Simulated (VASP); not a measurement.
# SrTiO3 (Pm-3m) in VASP: single point with PBE

Aim: the single point of SrTiO3 with PBE.

All numbers are computed with VASP 6.6.1; they aren't measurements. Logs are shortened: lines on timing, memory, paths and dates and some standing lists are left out, and cuts for length are marked.

## (1) The cell of the first run

The structure is cubic, space group Pm-3m (No. 221). The conventional cell has a = 3.884 Å, b = 3.884 Å, c = 3.884 Å, α = 90.00°, β = 90.00°, γ = 90.00°. Within 3.6 Å of Sr (site symmetry m-3m) lie 12 O at 2.75 Å and 8 Ti at 3.36 Å. Within 2.6 Å of Ti (site symmetry m-3m) lie 6 O at 1.94 Å. O (site symmetry 4/mmm) has 2 Ti at 1.94 Å within 2.6 Å.

## (2) Single point, PBE

Input file INCAR:

```
SYSTEM = SrTiO3
ALGO = Normal
EDIFF = 1E-6
ENCUT = 520
GGA = PE
ISIF = 2
ISMEAR = -1
LASPH = .TRUE.
LCHARG = .FALSE.
LREAL = .FALSE.
LWAVE = .FALSE.
NBANDS = 28
NELM = 100
PREC = Accurate
SIGMA = 0.0801
```

Input file KPOINTS:

```
k-points
0
G
  7 7 7
  0 0 0
```

Input file POSCAR:

```
SrTiO3
1.0
    3.8836301500      0.0000000000      0.0000000000
    0.0000000000      3.8836301500      0.0000000000
    0.0000000000      0.0000000000      3.8836301500
Sr Ti O
1 1 3
Direct
    0.0000000000      0.0000000000      0.0000000000
    0.5000000000      0.5000000000      0.5000000000
    0.0000000000      0.5000000000      0.5000000000
    0.5000000000      0.0000000000      0.5000000000
    0.5000000000      0.5000000000      0.0000000000
```

Potentials or basis: VASP PAW PBE potentials, release 64 (Sr_sv, Ti_sv, O).

Command:

```
> cat potpaw_PBE.64/Sr_sv/POTCAR potpaw_PBE.64/Ti_sv/POTCAR potpaw_PBE.64/O/POTCAR > POTCAR
> mpirun -np 1 vasp_std > vasp.out
```

OUTCAR:

```text
SYSTEM = SrTiO3
   EDIFF = 1E-6
   ENCUT = 520
   GGA = PE
   ISIF = 2
   ISMEAR = -1
   LASPH = .TRUE.
   LREAL = .FALSE.
   NELM = 100
   PREC = Accurate

 ion  position               nearest neighbor table
   1  0.000  0.000  0.000-   3 2.75   4 2.75   5 2.75   3 2.75   4 2.75   3 2.75   5 2.75   3 2.75
                             4 2.75   5 2.75   4 2.75   5 2.75   2 3.36   2 3.36   2 3.36   2 3.36
   2  0.500  0.500  0.500-   3 1.94   4 1.94   5 1.94   5 1.94   4 1.94   3 1.94   1 3.36   1 3.36
                             1 3.36   1 3.36   1 3.36   1 3.36   1 3.36   1 3.36
   3  0.000  0.500  0.500-   2 1.94   2 1.94   1 2.75   1 2.75   1 2.75   1 2.75
   4  0.500  0.000  0.500-   2 1.94   2 1.94   1 2.75   1 2.75   1 2.75   1 2.75
   5  0.500  0.500  0.000-   2 1.94   2 1.94   1 2.75   1 2.75   1 2.75   1 2.75

  LATTYP: Found a simple cubic cell.
 ALAT       =     3.8836301500

  Lattice vectors:

 A1 = (   3.8836301500,   0.0000000000,   0.0000000000)
 A2 = (   0.0000000000,   3.8836301500,   0.0000000000)
 A3 = (   0.0000000000,   0.0000000000,   3.8836301500)

Analysis of symmetry for initial positions (statically):
=====================================================================
 Subroutine PRICEL returns:
 Original cell was already a primitive cell.

 Routine SETGRP: Setting up the symmetry group for a
 simple cubic supercell.

 Subroutine GETGRP returns: Found 48 space group operations
[... 9 lines left out ...]

 Routine SETGRP: Setting up the symmetry group for a
 simple cubic supercell.

 Subroutine GETGRP returns: Found 48 space group operations
[... 11 lines left out ...]
                                     Primitive cell

  volume of cell :      58.5752

  direct lattice vectors                    reciprocal lattice vectors
     3.883630150  0.000000000  0.000000000     0.257491049  0.000000000  0.000000000
     0.000000000  3.883630150  0.000000000     0.000000000  0.257491049  0.000000000
     0.000000000  0.000000000  3.883630150     0.000000000  0.000000000  0.257491049

  length of vectors
     3.883630150  3.883630150  3.883630150     0.257491049  0.257491049  0.257491049

  position of ions in fractional coordinates (direct lattice)
     0.000000000  0.000000000  0.000000000
     0.500000000  0.500000000  0.500000000
     0.000000000  0.500000000  0.500000000
     0.500000000  0.000000000  0.500000000
     0.500000000  0.500000000  0.000000000

  ion indices of the primitive-cell ions
   primitive index   ion index
                 1           1
                 2           2
                 3           3
                 4           4
[... 67 lines left out ...]
   NELM   =    100;   NELMIN=  2; NELMDL= -5     # of ELM steps
   EDIFF  = 0.1E-05   stopping-criterion for ELM
   LREAL  =      F    real-space projection
   EDIFFG = 0.1E-04   stopping-criterion for IOM
   NSW    =      0    number of steps for IOM
   IBRION =     -1    ionic relax: 0-MD 1-quasi-New 2-CG
   NFREE  =      0    steps in history (QN), initial steepest desc. (CG)
   ISIF   =      2    stress and relaxation
   ISYM   =      2    0-nonsym 1-usesym 2-fastsym
   POTIM  = 0.5000    time-step for ionic-motion
   TEBEG  =    0.0;   TEEND  =   0.0 temperature during run
   PSTRESS=    0.0 pullay stress
   NELECT =      40.0000    total number of electrons
   NUPDOWN=      -1.0000    fix difference up-down
   EMIN   =  10.00;   EMAX   =-10.00  energy-range for DOS
   EFERMI =   0.00;   METHOD = LEGACY
   ISMEAR =    -1;   SIGMA  =   0.08  broadening in eV -4-tet -1-fermi 0-gaus
   EFERMI_NEDOS =   21; number of points for ismear=-14 and -15
   IALGO  =     38    algorithm
   IMIX   =      4    mixing-type and parameters
     AMIX     =   0.40;   BMIX     =  1.00
     AMIX_MAG =   1.60;   BMIX_MAG =  1.00
  volume/ion in A,a.u.               =      11.72        79.06
  Fermi-wavevector in a.u.,A,eV,Ry     =   1.441640  2.724305 28.277359  2.078327
  Thomas-Fermi vector in A             =   2.560250
   LORBIT       =      0    0 simple, 1 ext, 2 COOP (PROOUT), +10 PAW based schemes
   GGA     = PE    functional components
   LHFCALC =     F    Hartree Fock is set to
   AEXX    =    0.0000 exact exchange contribution
   IVDW    =     0    specifies the selected vdW correction
   LEPSILON=     F    determine dielectric tensor
   LRPA    =     F    only Hartree local field effects (RPA)
 non-spin polarized calculation
  energy-cutoff  :      520.00
  volume of cell :       58.58
 maximum number of plane-waves:      1592
 NGX is ok and might be reduce to    30
   NGX = 15   NGY = 15   NGZ = 15

 number of electron      40.0000017 magnetization

 Free energy of the ion-electron system (eV)
  ---------------------------------------------------
  ext. energy  EPLUGINS =         0.00000000
  ---------------------------------------------------
  free energy    TOTEN  =       -40.03535800 eV

  energy without entropy =      -40.03535676  energy(sigma->0) =      -40.03535738

 E-fermi :   5.2653     XC(G=0): -11.3581

 val. band max:        4.2348605374   @ k =   0.4286   0.4286   0.4286
 cond. band min:       6.1876636924   @ k =   0.0000   0.0000   0.0000
 fundamental gap:      1.9528031550
 Fermi energy:         5.2652769863

 k-point     1 :       0.0000    0.0000    0.0000
  band No.  band energies     occupation
      1     -52.0949      2.00000
      2     -28.4388      2.00000
      3     -28.3522      2.00000
      4     -28.3522      2.00000
      5     -28.3522      2.00000
      6     -13.1874      2.00000
[... 609 lines left out ...]
     27      12.6981      0.00000
     28      12.6981      0.00000

------------------------ aborting loop because EDIFF is reached ----------------------------------------

  FORCE on cell =-STRESS in cart. coord.  units (eV):
  Direction    XX          YY          ZZ          XY          YZ          ZX
  --------------------------------------------------------------------------------------
  -------------------------------------------------------------------------------------
  Total        3.0103892      3.0103892      3.0103892      0.0000000      0.0000000      0.0000000
  in kB       82.3416647     82.3416647     82.3416647      0.0000000      0.0000000      0.0000000
  external PRESSURE =      82.3416647 kB  Pullay stress =       0.0000000 kB

 VOLUME and BASIS-vectors are now :
 -----------------------------------------------------------------------------
  energy-cutoff  :      520.00
  volume of cell :       58.58
      direct lattice vectors                 reciprocal lattice vectors
     3.883630150  0.000000000  0.000000000     0.257491049  0.000000000  0.000000000
     0.000000000  3.883630150  0.000000000     0.000000000  0.257491049  0.000000000
     0.000000000  0.000000000  3.883630150     0.000000000  0.000000000  0.257491049

 POSITION                                       TOTAL-FORCE (eV/Angst)
 -----------------------------------------------------------------------------------
      0.00000      0.00000      0.00000         0.000000      0.000000      0.000000
      1.94182      1.94182      1.94182         0.000000      0.000000      0.000000
      0.00000      1.94182      1.94182         0.000000      0.000000      0.000000
      1.94182      0.00000      1.94182         0.000000      0.000000      0.000000
      1.94182      1.94182      0.00000         0.000000      0.000000      0.000000
 -----------------------------------------------------------------------------------
    total drift:                                0.000000      0.000000     -0.000000

  FREE ENERGIE OF THE ION-ELECTRON SYSTEM (eV)
  ---------------------------------------------------
  free  energy   TOTEN  =       -40.0353579957 eV

  energy  without entropy=      -40.0353567586  energy(sigma->0) =      -40.03535738
```

stdout:

```text
POSCAR found type information on POSCAR SrTiO
 POSCAR found :  3 types and       5 ions
 scaLAPACK will be used
 LDA part: xc-table for (Slater+PW92), standard interpolation
 POSCAR, INCAR and KPOINTS ok, starting setup
 FFT: planning ... GRIDC
 FFT: planning ... GRID_SOFT
 FFT: planning ... GRID
 WAVECAR not read
 entering main loop
```

Wall time 31 s (1 thread of Intel Xeon Platinum 8488C (Sapphire Rapids), shared host); peak memory 0.18 GiB.

What came out:

```
Free energy            : -40.0354 eV
Pressure               : 8.2 GPa
Band gap on the k mesh : 1.95 eV, indirect (least direct gap 2.23 eV)
```
